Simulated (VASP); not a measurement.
# NaI (Fm-3m) in VASP: notebook

The runs below take NaI through electric field gradients, with LDA.

All numbers are computed with VASP 6.6.1; they aren't measurements. Logs are shortened: lines on timing, memory, paths and dates and some standing lists are left out, and cuts for length are marked.

## (1) The cell of the first run

It takes space group Fm-3m (No. 225, cubic). The conventional cell has a = 6.385 Å, b = 6.385 Å, c = 6.385 Å, α = 90.00°, β = 90.00°, γ = 90.00°. Na (site symmetry m-3m) has 6 I at 3.19 Å within 4.2 Å. Within 4.2 Å of I (site symmetry m-3m) lie 6 Na at 3.19 Å.

## (2) Electric field gradients, LDA (volume scaled by 0.96)

Input file INCAR:

```
ALGO     = Normal         # electronic algorithm
EDIFF    = 1E-8           # SCF threshold, eV
ENCUT    = 520            # plane-wave cutoff, eV
GGA      = CA             # functional
ISIF     = 2              # what is computed and relaxed
ISMEAR   = -1             # smearing method
LASPH    = T              # aspherical terms in the spheres
LCHARG   = F              # write CHGCAR
LEFG     = T            
LREAL    = F              # projectors in reciprocal space
LWAVE    = F              # write WAVECAR
NBANDS   = 14             # bands
NELM     = 80             # most SCF steps
PREC     = Accurate       # precision mode
SIGMA    = 0.02           # smearing width, eV
```

Input file KPOINTS:

```
k-points
0
Gamma
  8 8 8
```

Input file POSCAR:

```
NaI
1.0
    0.0000000000      3.1926595029      3.1926595029
    3.1926595029      0.0000000000      3.1926595029
    3.1926595029      3.1926595029      0.0000000000
Na I
1 1
Direct
    0.0000000000      0.0000000000      0.0000000000
    0.5000000000      0.5000000000      0.5000000000
```

Potentials or basis: VASP PAW LDA potentials, release 64 (Na_pv, I).

Run with:

```console
$ cat potpaw_LDA.64/Na_pv/POTCAR potpaw_LDA.64/I/POTCAR > POTCAR
$ mpirun -np 1 vasp_std > vasp.out
```

OUTCAR:

```text
EDIFF = 1E-8
   ENCUT = 520
   GGA = CA
   ISIF = 2
   ISMEAR = -1
   LASPH = T
   LREAL = F
   NELM = 80
   PREC = Accurate

 ion  position               nearest neighbor table
   1  0.000  0.000  0.000-
   2  0.500  0.500  0.500-

  LATTYP: Found a face centered cubic cell.
 ALAT       =     6.3853190058

  Lattice vectors:

 A1 = (   0.0000000000,   3.1926595029,   3.1926595029)
 A2 = (   3.1926595029,   0.0000000000,   3.1926595029)
 A3 = (   3.1926595029,   3.1926595029,   0.0000000000)

Analysis of symmetry for initial positions (statically):
=====================================================================
 Subroutine PRICEL returns:
 Original cell was already a primitive cell.

 Routine SETGRP: Setting up the symmetry group for a
 face centered cubic supercell.

 Subroutine GETGRP returns: Found 48 space group operations
 (whereof 48 operations were pure point group operations)
 out of a pool of 48 trial point group operations.

The static configuration has the point symmetry O_h .

Analysis of symmetry for dynamics (positions and initial velocities):
=====================================================================
 Subroutine PRICEL returns:
 Original cell was already a primitive cell.

 Routine SETGRP: Setting up the symmetry group for a
 face centered cubic supercell.

 Subroutine GETGRP returns: Found 48 space group operations
 (whereof 48 operations were pure point group operations)
 out of a pool of 48 trial point group operations.

The dynamic configuration has the point symmetry O_h .

 Subroutine INISYM returns: Found 48 space group operations
 (whereof 48 operations are pure point group operations),
 and found     1 'primitive' translations

----------------------------------------------------------------------------------------

                                     Primitive cell

  volume of cell :      65.0860

  direct lattice vectors                    reciprocal lattice vectors
     0.000000000  3.192659503  3.192659503    -0.156609247  0.156609247  0.156609247
     3.192659503  0.000000000  3.192659503     0.156609247 -0.156609247  0.156609247
     3.192659503  3.192659503  0.000000000     0.156609247  0.156609247 -0.156609247

  length of vectors
     4.515102369  4.515102369  4.515102369     0.271255172  0.271255172  0.271255172

[... 125 lines left out ...]

  energy without entropy =       -6.00458761  energy(sigma->0) =       -6.00458761

 E-fermi :   1.3431     XC(G=0):  -8.2640

 val. band max:        0.9124250159   @ k =   0.0000   0.0000   0.0000
 cond. band min:       4.3685285105   @ k =   0.0000   0.0000   0.0000
 fundamental gap:      3.4561034946
 Fermi energy:         1.3431071446

 k-point     1 :       0.0000    0.0000    0.0000
  band No.  band energies     occupation
      1     -21.4353      2.00000
      2     -21.4353      2.00000
      3     -21.4353      2.00000
      4     -10.2798      2.00000
      5       0.9124      2.00000
      6       0.9124      2.00000
      7       0.9124      2.00000
      8       4.3685      0.00000
      9       8.7107      0.00000
     10       8.7107      0.00000
     11       8.7107      0.00000
     12      10.6460      0.00000
     13      10.6460      0.00000
     14      11.1370      0.00000
[... 377 lines left out ...]
      1     -21.4410      2.00000
      2     -21.4374      2.00000
      3     -21.4363      2.00000
      4      -9.8734      2.00000
      5      -1.1889      2.00000
      6      -0.1029      2.00000
      7       0.3714      2.00000
      8       6.8892      0.00000
      9       7.0750      0.00000
     10       9.0937      0.00000
     11       9.1521      0.00000
     12      11.3347      0.00000
     13      12.3153      0.00000
     14      13.5523      0.00000

 [... further k-points ...]
[... 5 lines left out ...]
  --------------------------------------------------------------------------------------
  -------------------------------------------------------------------------------------
  Total       -0.4277015     -0.4277015     -0.4277015      0.0000000      0.0000000      0.0000000
  in kB      -10.5284286    -10.5284286    -10.5284286      0.0000000      0.0000000      0.0000000
  external PRESSURE =     -10.5284286 kB  Pullay stress =       0.0000000 kB

 VOLUME and BASIS-vectors are now :
 -----------------------------------------------------------------------------
  energy-cutoff  :      520.00
  volume of cell :       65.09
      direct lattice vectors                 reciprocal lattice vectors
     0.000000000  3.192659503  3.192659503    -0.156609247  0.156609247  0.156609247
     3.192659503  0.000000000  3.192659503     0.156609247 -0.156609247  0.156609247
     3.192659503  3.192659503  0.000000000     0.156609247  0.156609247 -0.156609247

 POSITION                                       TOTAL-FORCE (eV/Angst)
 -----------------------------------------------------------------------------------
      0.00000      0.00000      0.00000         0.000000      0.000000      0.000000
      3.19266      3.19266      3.19266         0.000000     -0.000000     -0.000000
 -----------------------------------------------------------------------------------
    total drift:                                0.000000      0.000000      0.000000

  FREE ENERGIE OF THE ION-ELECTRON SYSTEM (eV)
  ---------------------------------------------------
  free  energy   TOTEN  =        -6.0045876112 eV

  energy  without entropy=       -6.0045876112  energy(sigma->0) =       -6.00458761

 Electric field gradients (V/A^2)
---------------------------------------------------------------------
 ion       V_xx      V_yy      V_zz      V_xy      V_xz      V_yz
---------------------------------------------------------------------
   1       0.000     0.000     0.000    -0.002    -0.002    -0.002
   2      -0.000    -0.000     0.000    -0.000    -0.000    -0.000
---------------------------------------------------------------------

 Electric field gradients after diagonalization (V/A^2)
 (convention: |V_zz| > |V_xx| > |V_yy|)
----------------------------------------------------------------------
 ion       V_xx      V_yy      V_zz     asymmetry (V_yy - V_xx)/ V_zz
----------------------------------------------------------------------
   1       0.002     0.002    -0.004       0.000
   2       0.000     0.000    -0.000       0.000
----------------------------------------------------------------------

           NMR quadrupolar parameters

 Cq : quadrupolar parameter    Cq=e*Q*V_zz/h
 eta: asymmetry parameters     (V_yy - V_xx)/ V_zz
 Q  : nuclear electric quadrupole moment in mb (millibarn)
----------------------------------------------------------------------
 ion       Cq(MHz)       eta       Q (mb)
----------------------------------------------------------------------
   1      -0.000       0.000       1.000
   2      -0.000       0.000       1.000
----------------------------------------------------------------------
```

OSZICAR:

```text
N       E                     dE             d eps       ncg     rms          rms(c)
DAV:   1     0.851880951523E+02    0.85188E+02   -0.66311E+03   812   0.902E+02
DAV:   2     0.388129631348E+00   -0.84800E+02   -0.78897E+02   854   0.226E+02
DAV:   3    -0.591946661846E+01   -0.63076E+01   -0.62695E+01  1076   0.596E+01
DAV:   4    -0.607360293916E+01   -0.15414E+00   -0.15410E+00   980   0.951E+00
DAV:   5    -0.607714447555E+01   -0.35415E-02   -0.35414E-02  1134   0.137E+00    0.167E+00
DAV:   6    -0.601869668379E+01    0.58448E-01   -0.56461E-02   950   0.159E+00    0.108E+00
DAV:   7    -0.600504069757E+01    0.13656E-01   -0.42702E-02  1040   0.115E+00    0.493E-01
DAV:   8    -0.600463673989E+01    0.40396E-03   -0.29516E-03   944   0.461E-01    0.998E-02
DAV:   9    -0.600458831019E+01    0.48430E-04   -0.13880E-04  1016   0.116E-01    0.308E-02
DAV:  10    -0.600458768987E+01    0.62032E-06   -0.17402E-05  1142   0.467E-02    0.522E-03
DAV:  11    -0.600458760583E+01    0.84044E-07   -0.89062E-07  1098   0.114E-02    0.412E-03
DAV:  12    -0.600458761120E+01   -0.53765E-08   -0.51527E-08  1076   0.208E-03
   1 F= -.60045876E+01 E0= -.60045876E+01  d E =-.387759E-11
```

stdout:

```text
POSCAR found type information on POSCAR NaI
 POSCAR found :  2 types and       2 ions
 scaLAPACK will be used
 LDA part: xc-table for (Slater(with rela. corr.)+CA(PZ))
 , standard interpolation
 POSCAR, INCAR and KPOINTS ok, starting setup
 FFT: planning ... GRIDC
 FFT: planning ... GRID_SOFT
 FFT: planning ... GRID
 WAVECAR not read
 entering main loop
ion   1

ion   2
```

Wall time 24 s (1 thread of Intel Xeon Platinum 8488C (Sapphire Rapids), shared host); peak memory 0.18 GiB.

Results:

| Property | Result |
| --- | --- |
| Free energy | -6.0046 eV |
| Pressure | -1.1 GPa |
| Band gap on the k mesh | 3.46 eV, direct |

Caveat: without QUAD_EFG the Cq values of the log hold for a quadrupole moment of 1 mb, not for the nuclei; spin-orbit coupling is left out, which moves the levels of the heavy elements.

## (3) Electric field gradients, LDA (volume scaled by 0.96)

Input file INCAR:

```
SYSTEM = NaI
ALGO = Normal ; EDIFF = 1E-8
ENCUT = 520 ; GGA = CA
ISIF = 2 ; ISMEAR = -1
LASPH = .TRUE. ; LCHARG = .FALSE.
LEFG = .TRUE. ; LREAL = .FALSE.
LWAVE = .FALSE. ; NBANDS = 14
NELM = 100 ; PREC = Accurate
SIGMA = 0.02
```

Input file KPOINTS:

```
k-points
0
G
  8 8 8
  0 0 0
```

POSCAR is that of step 2.

Potentials or basis: VASP PAW LDA potentials, release 64 (Na_pv, I).

Run with:

```console
$ cat potpaw_LDA.64/Na_pv/POTCAR potpaw_LDA.64/I/POTCAR > POTCAR
$ mpirun -np 1 vasp_std > vasp.out
```

OUTCAR:

```text
SYSTEM = NaI
   EDIFF = 1E-8
   ENCUT = 520
   GGA = CA
   ISIF = 2
   ISMEAR = -1
   LASPH = .TRUE.
   LREAL = .FALSE.
   NELM = 100
   PREC = Accurate

 ion  position               nearest neighbor table
   1  0.000  0.000  0.000-
   2  0.500  0.500  0.500-

  LATTYP: Found a face centered cubic cell.
 ALAT       =     6.3853190058

  Lattice vectors:

 A1 = (   0.0000000000,   3.1926595029,   3.1926595029)
 A2 = (   3.1926595029,   0.0000000000,   3.1926595029)
 A3 = (   3.1926595029,   3.1926595029,   0.0000000000)

Analysis of symmetry for initial positions (statically):
=====================================================================
 Subroutine PRICEL returns:
 Original cell was already a primitive cell.

 Routine SETGRP: Setting up the symmetry group for a
 face centered cubic supercell.

 Subroutine GETGRP returns: Found 48 space group operations
 (whereof 48 operations were pure point group operations)
 out of a pool of 48 trial point group operations.

The static configuration has the point symmetry O_h .

Analysis of symmetry for dynamics (positions and initial velocities):
=====================================================================
 Subroutine PRICEL returns:
 Original cell was already a primitive cell.

 Routine SETGRP: Setting up the symmetry group for a
 face centered cubic supercell.

 Subroutine GETGRP returns: Found 48 space group operations
 (whereof 48 operations were pure point group operations)
 out of a pool of 48 trial point group operations.

The dynamic configuration has the point symmetry O_h .
[... 163 lines left out ...]
      8       4.3685      0.00000
      9       8.7107      0.00000
     10       8.7107      0.00000
     11       8.7107      0.00000
     12      10.6460      0.00000
     13      10.6460      0.00000
     14      11.1370      0.00000
[... 377 lines left out ...]
      1     -21.4410      2.00000
      2     -21.4374      2.00000
      3     -21.4363      2.00000
      4      -9.8734      2.00000
      5      -1.1889      2.00000
      6      -0.1029      2.00000
      7       0.3714      2.00000
      8       6.8892      0.00000
      9       7.0750      0.00000
     10       9.0937      0.00000
     11       9.1521      0.00000
     12      11.3347      0.00000
     13      12.3153      0.00000
     14      13.5523      0.00000

 [... further k-points ...]
[... 5 lines left out ...]
  --------------------------------------------------------------------------------------
  -------------------------------------------------------------------------------------
  Total       -0.4277015     -0.4277015     -0.4277015      0.0000000      0.0000000      0.0000000
  in kB      -10.5284286    -10.5284286    -10.5284286      0.0000000      0.0000000      0.0000000
  external PRESSURE =     -10.5284286 kB  Pullay stress =       0.0000000 kB

 VOLUME and BASIS-vectors are now :
 -----------------------------------------------------------------------------
  energy-cutoff  :      520.00
  volume of cell :       65.09
      direct lattice vectors                 reciprocal lattice vectors
     0.000000000  3.192659503  3.192659503    -0.156609247  0.156609247  0.156609247
     3.192659503  0.000000000  3.192659503     0.156609247 -0.156609247  0.156609247
     3.192659503  3.192659503  0.000000000     0.156609247  0.156609247 -0.156609247

 POSITION                                       TOTAL-FORCE (eV/Angst)
 -----------------------------------------------------------------------------------
      0.00000      0.00000      0.00000         0.000000      0.000000      0.000000
      3.19266      3.19266      3.19266         0.000000     -0.000000     -0.000000
 -----------------------------------------------------------------------------------
    total drift:                                0.000000      0.000000      0.000000

  FREE ENERGIE OF THE ION-ELECTRON SYSTEM (eV)
  ---------------------------------------------------
  free  energy   TOTEN  =        -6.0045876112 eV

  energy  without entropy=       -6.0045876112  energy(sigma->0) =       -6.00458761

 Electric field gradients (V/A^2)
---------------------------------------------------------------------
 ion       V_xx      V_yy      V_zz      V_xy      V_xz      V_yz
---------------------------------------------------------------------
   1       0.000     0.000     0.000    -0.002    -0.002    -0.002
   2      -0.000    -0.000     0.000    -0.000    -0.000    -0.000
---------------------------------------------------------------------

 Electric field gradients after diagonalization (V/A^2)
 (convention: |V_zz| > |V_xx| > |V_yy|)
----------------------------------------------------------------------
 ion       V_xx      V_yy      V_zz     asymmetry (V_yy - V_xx)/ V_zz
----------------------------------------------------------------------
   1       0.002     0.002    -0.004       0.000
   2       0.000     0.000    -0.000       0.000
----------------------------------------------------------------------

           NMR quadrupolar parameters

 Cq : quadrupolar parameter    Cq=e*Q*V_zz/h
 eta: asymmetry parameters     (V_yy - V_xx)/ V_zz
 Q  : nuclear electric quadrupole moment in mb (millibarn)
----------------------------------------------------------------------
 ion       Cq(MHz)       eta       Q (mb)
----------------------------------------------------------------------
   1      -0.000       0.000       1.000
   2      -0.000       0.000       1.000
----------------------------------------------------------------------
```

stdout:

```text
POSCAR found type information on POSCAR NaI
 POSCAR found :  2 types and       2 ions
 scaLAPACK will be used
 LDA part: xc-table for (Slater(with rela. corr.)+CA(PZ))
 , standard interpolation
 POSCAR, INCAR and KPOINTS ok, starting setup
 FFT: planning ... GRIDC
 FFT: planning ... GRID_SOFT
 FFT: planning ... GRID
 WAVECAR not read
 entering main loop
ion   1

ion   2
```

Wall time 24 s (1 thread of Intel Xeon Platinum 8488C (Sapphire Rapids), shared host); peak memory 0.18 GiB.

Results:

```yaml
Free_energy: -6.0046 eV
Pressure: -1.1 GPa
Band_gap_on_the_k_mesh: 3.46 eV, direct
```

Levels at points of the mesh, in eV from the valence-band top:
```
           k point  band 3  band 4  band 5  band 6  band 7  band 8  band 9  band 10  band 11  band 12
(0.00, 0.00, 0.00)  -22.35  -11.19    0.00    0.00    0.00    3.46    7.80     7.80     7.80     9.73
(0.50, 0.00, 0.00)  -22.35  -10.83   -2.40   -0.31   -0.31    4.87    7.31     7.31     8.77    10.15
(0.50, 0.50, 0.00)  -22.35  -10.75   -2.09   -0.82   -0.82    4.29    5.30     9.88    11.27    11.27
```

Caveat: without QUAD_EFG the Cq values of the log hold for a quadrupole moment of 1 mb, not for the nuclei; spin-orbit coupling is left out, which moves the levels of the heavy elements.
